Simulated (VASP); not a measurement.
# GeW (Fm-3m) in VASP: settings compared

Aim: see how the results for GeW move with the level of theory and the settings. Levels: PBE, LDA, PBEsol. Tasks: single point.

All numbers are computed with VASP 6.6.1; they aren't measurements. Logs are shortened: lines on timing, memory, paths and dates and some standing lists are left out, and cuts for length are marked.

### 1 The cell of the first run

Symmetry: Fm-3m, No. 225, cubic system. Conventional cell: a = 5.189 Å, b = 5.189 Å, c = 5.189 Å, α = 90.00°, β = 90.00°, γ = 90.00°. Within 3.4 Å of Ge (site symmetry m-3m) lie 6 W at 2.59 Å. W (site symmetry m-3m) has 6 Ge at 2.59 Å within 3.4 Å.

### 2 Single point, PBE

Contents of INCAR:

```
PREC = Accurate
ENCUT = 520
EDIFF = 1E-6
ISMEAR = -1
SIGMA = 0.05
LREAL = F
LASPH = T
NELM = 80
ALGO = Normal
ISIF = 2
LWAVE = F
LCHARG = F
GGA = PE
NBANDS = 21
```

Contents of KPOINTS:

```
regular mesh
0
Gamma
  9 9 9
```

Contents of POSCAR:

```
GeW
1.0
    0.0000000000      2.5946807624      2.5946807624
    2.5946807624      0.0000000000      2.5946807624
    2.5946807624      2.5946807624      0.0000000000
Ge W
1 1
Direct
    0.5000000000      0.5000000000      0.5000000000
    0.0000000000      0.0000000000      0.0000000000
```

Potentials or basis: VASP PAW PBE potentials, release 64 (Ge_d, W_sv).

On the command line:

```bash
> cat potpaw_PBE.64/Ge_d/POTCAR potpaw_PBE.64/W_sv/POTCAR > POTCAR
> mpirun -np 1 vasp_std > vasp.out
```

OUTCAR:

```text
PREC = Accurate
   ENCUT = 520
   EDIFF = 1E-6
   ISMEAR = -1
   LREAL = F
   LASPH = T
   NELM = 80
   ISIF = 2
   GGA = PE

 ion  position               nearest neighbor table
   1  0.500  0.500  0.500-   2 2.59   2 2.59   2 2.59   2 2.59   2 2.59   2 2.59
   2  0.000  0.000  0.000-   1 2.59   1 2.59   1 2.59   1 2.59   1 2.59   1 2.59

  LATTYP: Found a face centered cubic cell.
 ALAT       =     5.1893615248

  Lattice vectors:

 A1 = (   0.0000000000,   2.5946807624,   2.5946807624)
 A2 = (   2.5946807624,   0.0000000000,   2.5946807624)
 A3 = (   2.5946807624,   2.5946807624,   0.0000000000)

Analysis of symmetry for initial positions (statically):
=====================================================================
 Subroutine PRICEL returns:
 Original cell was already a primitive cell.

 Routine SETGRP: Setting up the symmetry group for a
 face centered cubic supercell.

 Subroutine GETGRP returns: Found 48 space group operations
 (whereof 48 operations were pure point group operations)
 out of a pool of 48 trial point group operations.

The static configuration has the point symmetry O_h .

Analysis of symmetry for dynamics (positions and initial velocities):
=====================================================================
 Subroutine PRICEL returns:
 Original cell was already a primitive cell.

 Routine SETGRP: Setting up the symmetry group for a
 face centered cubic supercell.

 Subroutine GETGRP returns: Found 48 space group operations
 (whereof 48 operations were pure point group operations)
 out of a pool of 48 trial point group operations.

The dynamic configuration has the point symmetry O_h .

 Subroutine INISYM returns: Found 48 space group operations
 (whereof 48 operations are pure point group operations),
 and found     1 'primitive' translations

----------------------------------------------------------------------------------------

                                     Primitive cell

  volume of cell :      34.9367

  direct lattice vectors                    reciprocal lattice vectors
     0.000000000  2.594680762  2.594680762    -0.192701934  0.192701934  0.192701934
     2.594680762  0.000000000  2.594680762     0.192701934 -0.192701934  0.192701934
     2.594680762  2.594680762  0.000000000     0.192701934  0.192701934 -0.192701934

  length of vectors
     3.669432724  3.669432724  3.669432724     0.333769540  0.333769540  0.333769540

[... 69 lines left out ...]
   NGXF,Y,Z  is equivalent  to a cutoff of  25.37, 25.37, 25.37 a.u.
 SYSTEM =  unknown system
   PREC   = accura    normal or accurate (medium, high low for compatibility)
   ISTART =      0    job   : 0-new  1-cont  2-samecut
   ICHARG =      2    charge: 1-file 2-atom 10-const
   ISPIN  =      1    spin polarized calculation?
   LNONCOLLINEAR =      F non collinear calculations
   LSORBIT =      F    spin-orbit coupling
   LASPH  =      T    aspherical Exc in radial PAW
   ENCUT  =  520.0 eV  38.22 Ry    6.18 a.u.   6.82  6.82  6.82*2*pi/ulx,y,z
   NELM   =     80;   NELMIN=  2; NELMDL= -5     # of ELM steps
   EDIFF  = 0.1E-05   stopping-criterion for ELM
   LREAL  =      F    real-space projection
   EDIFFG = 0.1E-04   stopping-criterion for IOM
   NSW    =      0    number of steps for IOM
   IBRION =     -1    ionic relax: 0-MD 1-quasi-New 2-CG
   NFREE  =      0    steps in history (QN), initial steepest desc. (CG)
   ISIF   =      2    stress and relaxation
   ISYM   =      2    0-nonsym 1-usesym 2-fastsym
   POTIM  = 0.5000    time-step for ionic-motion
   TEBEG  =    0.0;   TEEND  =   0.0 temperature during run
   PSTRESS=    0.0 pullay stress
   NELECT =      28.0000    total number of electrons
   NUPDOWN=      -1.0000    fix difference up-down
   EMIN   =  10.00;   EMAX   =-10.00  energy-range for DOS
   EFERMI =   0.00;   METHOD = LEGACY
   ISMEAR =    -1;   SIGMA  =   0.05  broadening in eV -4-tet -1-fermi 0-gaus
   EFERMI_NEDOS =   21; number of points for ismear=-14 and -15
   IALGO  =     38    algorithm
   IMIX   =      4    mixing-type and parameters
     AMIX     =   0.40;   BMIX     =  1.00
     AMIX_MAG =   1.60;   BMIX_MAG =  1.00
  volume/ion in A,a.u.               =      17.47       117.88
  Fermi-wavevector in a.u.,A,eV,Ry     =   1.520665  2.873640 31.462416  2.312422
  Thomas-Fermi vector in A             =   2.629485
   LORBIT       =      0    0 simple, 1 ext, 2 COOP (PROOUT), +10 PAW based schemes
   GGA     = PE    functional components
   LHFCALC =     F    Hartree Fock is set to
   AEXX    =    0.0000 exact exchange contribution
   IVDW    =     0    specifies the selected vdW correction
   LEPSILON=     F    determine dielectric tensor
   LRPA    =     F    only Hartree local field effects (RPA)
 non-spin polarized calculation
  energy-cutoff  :      520.00
  volume of cell :       34.94
 maximum number of plane-waves:       955
   NGX = 13   NGY = 13   NGZ = 13

 number of electron      28.0000005 magnetization

 Free energy of the ion-electron system (eV)
  ---------------------------------------------------
  ext. energy  EPLUGINS =         0.00000000
  ---------------------------------------------------
  free energy    TOTEN  =       -15.71128079 eV

  energy without entropy =      -15.68708714  energy(sigma->0) =      -15.69918396

 E-fermi :   8.8082     XC(G=0): -12.3122

 val. band max:        8.7715412225   @ k =  -0.3333   0.3333   0.1111
 cond. band min:       8.8124389047   @ k =   0.3333   0.1111   0.0000
 fundamental gap:      0.0408976822
 Fermi energy:         8.8081846670

 k-point     1 :       0.0000    0.0000    0.0000
  band No.  band energies     occupation
      1     -65.7118      2.00000
      2     -29.8907      2.00000
      3     -29.8907      2.00000
      4     -29.8907      2.00000
      5     -15.6255      2.00000
      6     -15.6255      2.00000
[... 565 lines left out ...]
     20      20.4525      0.00000
     21      23.4629      0.00000

 [... further k-points ...]
[... 5 lines left out ...]
  --------------------------------------------------------------------------------------
  -------------------------------------------------------------------------------------
  Total       -0.6244824     -0.6244824     -0.6244824     -0.0000000     -0.0000000     -0.0000000
  in kB      -28.6384150    -28.6384150    -28.6384150     -0.0000000     -0.0000000     -0.0000000
  external PRESSURE =     -28.6384150 kB  Pullay stress =       0.0000000 kB

 VOLUME and BASIS-vectors are now :
 -----------------------------------------------------------------------------
  energy-cutoff  :      520.00
  volume of cell :       34.94
      direct lattice vectors                 reciprocal lattice vectors
     0.000000000  2.594680762  2.594680762    -0.192701934  0.192701934  0.192701934
     2.594680762  0.000000000  2.594680762     0.192701934 -0.192701934  0.192701934
     2.594680762  2.594680762  0.000000000     0.192701934  0.192701934 -0.192701934

 POSITION                                       TOTAL-FORCE (eV/Angst)
 -----------------------------------------------------------------------------------
      2.59468      2.59468      2.59468         0.000000      0.000000      0.000000
      0.00000      0.00000      0.00000        -0.000000     -0.000000     -0.000000
 -----------------------------------------------------------------------------------
    total drift:                                0.000000      0.000000      0.000000

  FREE ENERGIE OF THE ION-ELECTRON SYSTEM (eV)
  ---------------------------------------------------
  free  energy   TOTEN  =       -15.7112807868 eV

  energy  without entropy=      -15.6870871362  energy(sigma->0) =      -15.69918396
```

stdout:

```text
POSCAR found type information on POSCAR GeW
 POSCAR found :  2 types and       2 ions
 scaLAPACK will be used
 LDA part: xc-table for (Slater+PW92), standard interpolation
 POSCAR, INCAR and KPOINTS ok, starting setup
 FFT: planning ... GRIDC
 FFT: planning ... GRID_SOFT
 FFT: planning ... GRID
 WAVECAR not read
 entering main loop
```

Run time: 11 s. Hardware: 1 thread of Intel Xeon 6975P-C (Granite Rapids), shared host; peak memory 0.16 GiB.

Results:

- Free energy: -15.7113 eV
- Pressure: -2.9 GPa
- Band gap on the k mesh: zero (band 14 reaches 9.32 eV, above the bottom of band 15 at 7.67 eV)

Levels at points of the mesh, in eV from the Fermi level:
```
           k point  band 12  band 13  band 14  band 15  band 16  band 17
(0.00, 0.00, 0.00)    -1.56    -1.56    -0.86    -0.86     2.38     2.38
```

Caveat: spin-orbit coupling is left out, which moves the levels of the heavy elements.

### 3 Single point, PBE

This run uses another cell than the first one, of 17.81 Å³/atom, 1.020 times its volume.

Contents of INCAR:

```
SYSTEM = GeW
PREC = Accurate ; ENCUT = 520
EDIFF = 1E-7 ; ISMEAR = -1
SIGMA = 0.05 ; LREAL = .FALSE.
LASPH = .TRUE. ; NELM = 80
ALGO = Normal ; ISIF = 2
LWAVE = .FALSE. ; LCHARG = .FALSE.
GGA = PE ; NBANDS = 21
```

Contents of KPOINTS:

```
regular mesh
0
G
  9 9 9
  0 0 0
```

Contents of POSCAR:

```
GeW
1.0
    0.0000000000      2.6115298109      2.6115298109
    2.6115298109      0.0000000000      2.6115298109
    2.6115298109      2.6115298109      0.0000000000
Ge W
1 1
Direct
    0.5000000000      0.5000000000      0.5000000000
    0.0000000000      0.0000000000      0.0000000000
```

Potentials or basis: VASP PAW PBE potentials, release 64 (Ge_d, W_sv).

On the command line:

```bash
> cat potpaw_PBE.64/Ge_d/POTCAR potpaw_PBE.64/W_sv/POTCAR > POTCAR
> mpirun -np 1 vasp_std > vasp.out
```

It took 17 s on 1 thread of Intel Xeon 6975P-C (Granite Rapids), shared host; peak memory 0.16 GiB.

It converged, with:

* Free energy: -15.6929 eV
* Pressure: -5.8 GPa
* Band gap on the k mesh: zero (band 14 reaches 9.05 eV, above the bottom of band 15 at 7.46 eV)

Levels at points of the mesh, in eV from the Fermi level:
```csv
k point,band 10,band 11,band 12,band 13,band 14,band 15,band 16,band 17,band 18,band 19
"(0.00, 0.00, 0.00)",-12.04,-1.51,-1.51,-1.51,-0.84,-0.84,2.34,2.34,2.34,7.05
```

Caveat: spin-orbit coupling is left out, which moves the levels of the heavy elements.

(Continued in part 2 of 2.)
